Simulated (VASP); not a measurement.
# K (P4/mmm) in VASP: further runs

Runs on K. Level: PBE. Tasks: single point.

Program: VASP 6.6.1. These are calculated values, not measurements. Logs are shortened: lines on timing, memory, paths and dates and some standing lists are left out, and cuts for length are marked.

### Step 1. The cell of the first run

It takes space group P4/mmm (No. 123, tetragonal). The conventional cell has a = 9.788 Å, b = 9.788 Å, c = 4.135 Å, α = 90.00°, β = 90.00°, γ = 90.00°. Within 5.4 Å of K (site symmetry 4/mmm) lie 2 K at 4.13 Å.

### Step 2. Single point, PBE (strained)

File INCAR:

```
PREC     = Accurate       # precision mode
ENCUT    = 520            # plane-wave cutoff, eV
EDIFF    = 1E-7           # SCF threshold, eV
ISMEAR   = 0              # smearing method
SIGMA    = 0.1            # smearing width, eV
LREAL    = False          # projectors in reciprocal space
LASPH    = True           # aspherical terms in the spheres
NELM     = 100            # most SCF steps
ALGO     = Fast           # electronic algorithm
ISIF     = 2              # what is computed and relaxed
LWAVE    = False          # write WAVECAR
LCHARG   = False          # write CHGCAR
GGA      = PE             # functional
NBANDS   = 10             # bands
```

File KPOINTS:

```
Automatic mesh
0
Gamma
  4 4 10
```

File POSCAR:

```
K
1.0
    9.7883049884      0.0000000000      0.0000000000
    0.0000000000      9.7883049884      0.0000000000
    0.0000000000      0.0000000000      4.1347484633
K
1
Direct
    0.0000000000      0.0000000000      0.0000000000
```

Potentials or basis: VASP PAW PBE potentials, release 64 (K_sv).

Launch:

```console
$ cat potpaw_PBE.64/K_sv/POTCAR > POTCAR
$ mpirun -np 1 vasp_std > vasp.out
```

OUTCAR:

```text
PREC = Accurate
   ENCUT = 520
   EDIFF = 1E-7
   ISMEAR = 0
   LREAL = False
   LASPH = True
   NELM = 100
   ISIF = 2
   GGA = PE

 ion  position               nearest neighbor table
   1  0.000  0.000  0.000-

  LATTYP: Found a simple tetragonal cell.
 ALAT       =     9.7883049884
 C/A-ratio  =     0.4224172079

  Lattice vectors:

 A1 = (   9.7883049884,   0.0000000000,   0.0000000000)
 A2 = (   0.0000000000,   9.7883049884,   0.0000000000)
 A3 = (   0.0000000000,   0.0000000000,   4.1347484633)

Analysis of symmetry for initial positions (statically):
=====================================================================
 Subroutine PRICEL returns:
 Original cell was already a primitive cell.

 Routine SETGRP: Setting up the symmetry group for a
 simple tetragonal supercell.

 Subroutine GETGRP returns: Found 16 space group operations
 (whereof 16 operations were pure point group operations)
 out of a pool of 16 trial point group operations.

The static configuration has the point symmetry D_4h.

Analysis of symmetry for dynamics (positions and initial velocities):
=====================================================================
 Subroutine PRICEL returns:
 Original cell was already a primitive cell.

 Routine SETGRP: Setting up the symmetry group for a
 simple tetragonal supercell.

 Subroutine GETGRP returns: Found 16 space group operations
 (whereof 16 operations were pure point group operations)
 out of a pool of 16 trial point group operations.

The dynamic configuration has the point symmetry D_4h.

 Subroutine INISYM returns: Found 16 space group operations
 (whereof 16 operations are pure point group operations),
 and found     1 'primitive' translations

----------------------------------------------------------------------------------------

                                     Primitive cell

  volume of cell :     396.1540

  direct lattice vectors                    reciprocal lattice vectors
     9.788304988  0.000000000  0.000000000     0.102162734  0.000000000  0.000000000
     0.000000000  9.788304988  0.000000000     0.000000000  0.102162734  0.000000000
     0.000000000  0.000000000  4.134748463     0.000000000  0.000000000  0.241852681

  length of vectors
     9.788304988  9.788304988  4.134748463     0.102162734  0.102162734  0.241852681

  position of ions in fractional coordinates (direct lattice)
     0.000000000  0.000000000  0.000000000

  ion indices of the primitive-cell ions
   primitive index   ion index
                 1           1

----------------------------------------------------------------------------------------

 KPOINTS: Automatic mesh

Automatic generation of k-mesh.
 Grid dimensions read from file:
 generate k-points for:    4    4   10

 Generating k-lattice:

  Cartesian coordinates                     Fractional coordinates (reciprocal lattice)
     0.025540684  0.000000000  0.000000000     0.250000000  0.000000000  0.000000000
     0.000000000  0.025540684  0.000000000     0.000000000  0.250000000  0.000000000
     0.000000000  0.000000000  0.024185268     0.000000000  0.000000000  0.100000000

  Length of vectors
     0.025540684  0.025540684  0.024185268

  Shift w.r.t. Gamma in fractional coordinates (k-lattice)
     0.000000000  0.000000000  0.000000000

 Subroutine IBZKPT returns following result:
 ===========================================

 Found     36 irreducible k-points:

 Following reciprocal coordinates:
            Coordinates               Weight
  0.000000  0.000000  0.000000      1.000000
  0.250000  0.000000  0.000000      4.000000
  0.500000  0.000000  0.000000      2.000000
  0.250000  0.250000  0.000000      4.000000
  0.500000  0.250000  0.000000      4.000000
  0.500000  0.500000  0.000000      1.000000
[... 16 lines left out ...]
  0.500000  0.250000  0.300000      8.000000
  0.500000  0.500000  0.300000      2.000000
 [... further k-points ...]
   k-points           NKPTS =     36   k-points in BZ     NKDIM =     36   number of bands    NBANDS=     10
   number of dos      NEDOS =    301   number of ions     NIONS =      1
   total plane-waves  NPLWV = 204800
   dimension x,y,z NGX =    80 NGY =   80 NGZ =   32
   dimension x,y,z NGXF=   160 NGYF=  160 NGZF=   64
   ions per type =               1
   NGX,Y,Z   is equivalent  to a cutoff of  13.59, 13.59, 12.87 a.u.
   NGXF,Y,Z  is equivalent  to a cutoff of  27.17, 27.17, 25.73 a.u.
 SYSTEM =  unknown system
   PREC   = accura    normal or accurate (medium, high low for compatibility)
   ISTART =      0    job   : 0-new  1-cont  2-samecut
   ICHARG =      2    charge: 1-file 2-atom 10-const
   ISPIN  =      1    spin polarized calculation?
   LNONCOLLINEAR =      F non collinear calculations
   LSORBIT =      F    spin-orbit coupling
   LASPH  =      T    aspherical Exc in radial PAW
   ENCUT  =  520.0 eV  38.22 Ry    6.18 a.u.  18.20 18.20  7.69*2*pi/ulx,y,z
   NELM   =    100;   NELMIN=  2; NELMDL= -5     # of ELM steps
   EDIFF  = 0.1E-06   stopping-criterion for ELM
   LREAL  =      F    real-space projection
   EDIFFG = 0.1E-05   stopping-criterion for IOM
   NSW    =      0    number of steps for IOM
   IBRION =     -1    ionic relax: 0-MD 1-quasi-New 2-CG
   NFREE  =      0    steps in history (QN), initial steepest desc. (CG)
   ISIF   =      2    stress and relaxation
   ISYM   =      2    0-nonsym 1-usesym 2-fastsym
   POTIM  = 0.5000    time-step for ionic-motion
   TEBEG  =    0.0;   TEEND  =   0.0 temperature during run
   PSTRESS=    0.0 pullay stress
   NELECT =       9.0000    total number of electrons
   NUPDOWN=      -1.0000    fix difference up-down
   EMIN   =  10.00;   EMAX   =-10.00  energy-range for DOS
   EFERMI =   0.00;   METHOD = LEGACY
   ISMEAR =     0;   SIGMA  =   0.10  broadening in eV -4-tet -1-fermi 0-gaus
   EFERMI_NEDOS =   21; number of points for ismear=-14 and -15
   IALGO  =     68    algorithm
   IMIX   =      4    mixing-type and parameters
     AMIX     =   0.40;   BMIX     =  1.00
     AMIX_MAG =   1.60;   BMIX_MAG =  1.00
  volume/ion in A,a.u.               =     396.15      2673.38
  Fermi-wavevector in a.u.,A,eV,Ry     =   0.463661  0.876193  2.925007  0.214982
  Thomas-Fermi vector in A             =   1.451959
   LORBIT       =      0    0 simple, 1 ext, 2 COOP (PROOUT), +10 PAW based schemes
   GGA     = PE    functional components
   LHFCALC =     F    Hartree Fock is set to
   AEXX    =    0.0000 exact exchange contribution
   IVDW    =     0    specifies the selected vdW correction
   LEPSILON=     F    determine dielectric tensor
   LRPA    =     F    only Hartree local field effects (RPA)
 non-spin polarized calculation
 RMM-DIIS sequential band-by-band and
 Gauss-broadening in eV      SIGMA  =   0.10
  energy-cutoff  :      520.00
  volume of cell :      396.15
 maximum number of plane-waves:     10694
 NGX is ok and might be reduce to    80
   NGX = 37   NGY = 37   NGZ = 15

 number of electron       9.0000000 magnetization

 Free energy of the ion-electron system (eV)
  ---------------------------------------------------
  ext. energy  EPLUGINS =         0.00000000
  ---------------------------------------------------
  free energy    TOTEN  =        -0.57012503 eV

  energy without entropy =       -0.57004953  energy(sigma->0) =       -0.57008728

 E-fermi :  -1.9031     XC(G=0):  -2.1629

 val. band max:       -2.1070970080   @ k =   0.5000   0.5000   0.2000
 cond. band min:      -1.7007066437   @ k =   0.0000   0.0000   0.3000
 fundamental gap:      0.4063903643
 Fermi energy:        -1.9030877689

 k-point     1 :       0.0000    0.0000    0.0000
  band No.  band energies     occupation
      1     -34.4904      2.00000
      2     -17.9803      2.00000
      3     -17.9803      2.00000
      4     -17.8879      2.00000
      5      -2.6168      2.00000
      6      -0.5356      0.00000
      7      -0.5356      0.00000
      8      -0.0654      0.00000
      9       0.1705      0.00000
     10       0.8120      0.00000

 k-point     2 :       0.2500    0.0000    0.0000
  band No.  band energies     occupation
      1     -34.4904      2.00000
      2     -17.9803      2.00000
      3     -17.9803      2.00000
      4     -17.8879      2.00000
      5      -2.5962      2.00000
      6      -0.8146      0.00000
      7      -0.5075      0.00000
      8       0.0865      0.00000
      9       0.5071      0.00000
     10       0.6485      0.00000

 k-point     3 :       0.5000    0.0000    0.0000
  band No.  band energies     occupation
      1     -34.4904      2.00000
      2     -17.9803      2.00000
      3     -17.9803      2.00000
      4     -17.8879      2.00000
      5      -2.5743      2.00000
      6      -0.9816      0.00000
      7      -0.4757      0.00000
      8       0.1551      0.00000
      9       0.5165      0.00000
     10       0.9491      0.00000

 k-point     4 :       0.2500    0.2500    0.0000
  band No.  band energies     occupation
      1     -34.4904      2.00000
      2     -17.9803      2.00000
      3     -17.9803      2.00000
      4     -17.8880      2.00000
      5      -2.5763      2.00000
      6      -0.7956      0.00000
      7      -0.7543      0.00000
      8       0.3640      0.00000
      9       0.4984      0.00000
     10       0.5827      0.00000

 k-point     5 :       0.5000    0.2500    0.0000
  band No.  band energies     occupation
      1     -34.4904      2.00000
      2     -17.9803      2.00000
      3     -17.9803      2.00000
      4     -17.8879      2.00000
      5      -2.5550      2.00000
      6      -0.9399      0.00000
      7      -0.7294      0.00000
      8       0.2020      0.00000
      9       0.5647      0.00000
     10       0.9600      0.00000

 k-point     6 :       0.5000    0.5000    0.0000
  band No.  band energies     occupation
      1     -34.4904      2.00000
      2     -17.9803      2.00000
      3     -17.9803      2.00000
      4     -17.8879      2.00000
      5      -2.5345      2.00000
      6      -0.8893      0.00000
      7      -0.8893      0.00000
      8       0.0027      0.00000
      9       0.9333      0.00000
     10       1.0054      0.00000
[... 183 lines left out ...]
 k-point    21 :       0.5000    0.0000    0.3000
  band No.  band energies     occupation
      1     -34.4858      2.00000
      2     -17.9719      2.00000
      3     -17.9719      2.00000
      4     -17.9676      2.00000
      5      -1.6502      0.00035
      6      -0.3398      0.00000
      7       0.0307      0.00000
      8       0.8995      0.00000
      9       1.2423      0.00000
     10       1.4818      0.00000

 k-point    22 :       0.2500    0.2500    0.3000
  band No.  band energies     occupation
      1     -34.4858      2.00000
      2     -17.9719      2.00000
      3     -17.9719      2.00000
      4     -17.9676      2.00000
      5      -1.6530      0.00040
      6      -0.1804      0.00000
      7      -0.1614      0.00000
      8       1.0007      0.00000
      9       1.1288      0.00000
     10       1.2240      0.00000

 k-point    23 :       0.5000    0.2500    0.3000
  band No.  band energies     occupation
      1     -34.4858      2.00000
      2     -17.9719      2.00000
      3     -17.9719      2.00000
      4     -17.9676      2.00000
      5      -1.6274      0.00010
      6      -0.3078      0.00000
      7      -0.1400      0.00000
      8       0.9421      0.00000
      9       1.1041      0.00000
     10       1.4228      0.00000

 k-point    24 :       0.5000    0.5000    0.3000
  band No.  band energies     occupation
      1     -34.4858      2.00000
      2     -17.9719      2.00000
      3     -17.9719      2.00000
      4     -17.9676      2.00000
      5      -1.6027      0.00002
      6      -0.2710      0.00000
      7      -0.2710      0.00000
      8       0.7700      0.00000
      9       1.2190      0.00000
     10       1.6688      0.00000

 [... further k-points ...]
[... 5 lines left out ...]
  --------------------------------------------------------------------------------------
  -------------------------------------------------------------------------------------
  Total       -0.0157510     -0.0157510      0.1210506      0.0000000      0.0000000      0.0000000
  in kB       -0.0637022     -0.0637022      0.4895684      0.0000000      0.0000000      0.0000000
  external PRESSURE =       0.1207214 kB  Pullay stress =       0.0000000 kB

 VOLUME and BASIS-vectors are now :
 -----------------------------------------------------------------------------
  energy-cutoff  :      520.00
  volume of cell :      396.15
      direct lattice vectors                 reciprocal lattice vectors
     9.788304988  0.000000000  0.000000000     0.102162734  0.000000000  0.000000000
     0.000000000  9.788304988  0.000000000     0.000000000  0.102162734  0.000000000
     0.000000000  0.000000000  4.134748463     0.000000000  0.000000000  0.241852681

 POSITION                                       TOTAL-FORCE (eV/Angst)
 -----------------------------------------------------------------------------------
      0.00000      0.00000      0.00000         0.000000      0.000000      0.000000
 -----------------------------------------------------------------------------------
    total drift:                                0.000000      0.000000      0.000000

  FREE ENERGIE OF THE ION-ELECTRON SYSTEM (eV)
  ---------------------------------------------------
  free  energy   TOTEN  =        -0.5701250344 eV

  energy  without entropy=       -0.5700495341  energy(sigma->0) =       -0.57008728
```

It took 3.1 min on 1 thread of Intel Xeon 6975P-C, shared host; peak memory 0.53 GiB.

What came out:

* Free energy: -0.5701 eV
* Pressure: 0.0 GPa

Caveat: the cell differs from its parent crystal (strained).

### Step 3. Single point, PBE (strained)

File INCAR:

```
SYSTEM = K
PREC = Accurate
ENCUT = 520
EDIFF = 1E-7
ISMEAR = 0
SIGMA = 0.1
LREAL = .False.
LASPH = .True.
NELM = 100
ALGO = Fast
ISIF = 2
LWAVE = .False.
LCHARG = .True.
GGA = PE
LELF = .True.
LVHAR = .True.
NBANDS = 10
```

File KPOINTS:

```
Automatic mesh
0
Gamma
  4 4 10
  0 0 0
```

File POSCAR:

```
K
1.0
   10.3358291641      0.0000000000      0.0000000000
    0.0000000000     10.3358291641      0.0000000000
    0.0000000000      0.0000000000      4.3047916696
K
1
Direct
    0.0000000000      0.0000000000      0.0000000000
```

Potentials or basis: VASP PAW PBE potentials, release 64 (K_sv).

Launch:

```console
$ cat potpaw_PBE.64/K_sv/POTCAR > POTCAR
$ mpirun -np 1 vasp_std > vasp.out
```

It took 3.2 min on 1 thread of Intel Xeon 6975P-C, shared host; peak memory 0.53 GiB.

Results (log left out):

- Free energy: -0.5694 eV
- Pressure: 0.0 GPa

Levels at points of the mesh, in eV from the Fermi level:
| k point | band 2 | band 3 | band 4 | band 5 | band 6 | band 7 |
| --- | --- | --- | --- | --- | --- | --- |
| (0.00, 0.00, 0.00) | -16.08 | -16.08 | -16.00 | -0.64 | 1.35 | 1.35 |
| (0.50, 0.00, 0.00) | -16.08 | -16.08 | -16.00 | -0.62 | 1.00 | 1.40 |
| (0.50, 0.50, 0.00) | -16.08 | -16.08 | -16.00 | -0.59 | 1.07 | 1.07 |
| (0.00, 0.00, 0.50) | -16.08 | -16.08 | -16.08 | 1.39 | 1.68 | 2.37 |
| (0.50, 0.00, 0.50) | -16.08 | -16.08 | -16.08 | 1.42 | 1.73 | 2.27 |
| (0.50, 0.50, 0.50) | -16.08 | -16.08 | -16.08 | 1.44 | 1.78 | 2.29 |

Caveat: the cell differs from its parent crystal (strained).

### Step 4. Single point, PBE (strained)

File INCAR:

```
SYSTEM = K
  ALGO = Fast
  EDIFF = 1E-6
  ENCUT = 520
  GGA = PE
  ISIF = 2
  ISMEAR = 0
  LASPH = .True.
  LCHARG = .True.
  LELF = .True.
  LREAL = .False.
  LVHAR = .True.
  LWAVE = .False.
  NBANDS = 10
  NELM = 100
  PREC = Accurate
  SIGMA = 0.1
```

File KPOINTS:

```
k-points
0
Gamma
  4 4 10
  0 0 0
```

File POSCAR:

```
K
1.0
   10.7244987556      0.0000000000      0.0000000000
    0.0000000000     10.7244987556      0.0000000000
    0.0000000000      0.0000000000      4.2120722815
K
1
Direct
    0.0000000000      0.0000000000      0.0000000000
```

Launch:

```console
$ cat potpaw_PBE.64/K_sv/POTCAR > POTCAR
$ mpirun -np 1 vasp_std > vasp.out
```

Run time: 2.9 min. Hardware: 1 thread of Intel Xeon 6975P-C, shared host; peak memory 0.54 GiB.

The run converged. Its results:

* Free energy: -0.5701 eV
* Pressure: 0.0 GPa

Levels at points of the mesh, in eV from the Fermi level:
| k point | band 1 | band 2 | band 3 | band 4 | band 5 | band 6 | band 7 | band 8 |
| --- | --- | --- | --- | --- | --- | --- | --- | --- |
| (0.00, 0.00, 0.00) | -32.59 | -16.08 | -16.08 | -15.99 | -0.67 | 1.30 | 1.30 | 1.84 |
| (0.50, 0.00, 0.00) | -32.59 | -16.08 | -16.08 | -15.99 | -0.65 | 1.01 | 1.34 | 2.04 |
| (0.50, 0.50, 0.00) | -32.59 | -16.08 | -16.08 | -15.99 | -0.63 | 1.07 | 1.07 | 1.98 |
| (0.00, 0.00, 0.50) | -32.58 | -16.09 | -16.07 | -16.07 | 1.45 | 1.77 | 2.35 | 2.35 |
| (0.50, 0.00, 0.50) | -32.58 | -16.09 | -16.07 | -16.07 | 1.47 | 1.81 | 2.29 | 2.36 |
| (0.50, 0.50, 0.50) | -32.58 | -16.09 | -16.07 | -16.07 | 1.49 | 1.84 | 2.30 | 2.30 |

Caveat: the cell differs from its parent crystal (strained).

### Step 5. The runs side by side

| cell | further INCAR settings | gap on the mesh (eV) | pressure (GPa) |
| --- | --- | --- | --- |
| a = 9.788, b = 9.788, c = 4.135 Å, 1 atom | ALGO = Fast; EDIFF = 1e-07; NBANDS = 10 | none | 0.0 |
| a = 10.336, b = 10.336, c = 4.305 Å, 1 atom | ALGO = Fast; EDIFF = 1e-07; NBANDS = 10 | none | 0.0 |
| a = 10.724, b = 10.724, c = 4.212 Å, 1 atom | ALGO = Fast; EDIFF = 1e-06; NBANDS = 10 | none | 0.0 |

Alike in all rows: task single point; level PBE; potentials or basis VASP PAW PBE potentials, release 64 (K_sv); no spin polarisation; k mesh 4 × 4 × 10; cutoff (eV) 520; smearing gaussian 0.1 eV.

Absolute energies hang on the potentials; compare differences alone.
